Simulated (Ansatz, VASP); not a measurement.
## One calculation of Ta, two programs

```
Ta
1.0
    -1.65128    1.65128    1.65128
     1.65128   -1.65128    1.65128
     1.65128    1.65128   -1.65128
Ta
1
Direct
  0.00000 0.00000 0.00000
```

Alike in both runs: task single point; functional PBE; k mesh 17 × 17 × 17; occupations fermi-dirac, width 0.08 eV; no spin polarisation.

|  | VASP | Ansatz |
| --- | --- | --- |
| version | VASP 6.6.1 | Ansatz 0.2.0 |
| potentials or method | VASP PAW PBE potentials, release 64 (Ta_pv), cutoff 520 eV | all-electron LAPW, non-relativistic |

Ansatz gave:

* pressure (GPa): 10.0

**Question.** Which values does VASP return?

**Answer.** Pressure (GPa): 3.2.

One of these differences is far larger than is usual between the two programs; its cause wasn't traced. Ansatz ran all-electron here, and VASP with PAW potentials.

Spin-orbit coupling is off throughout.
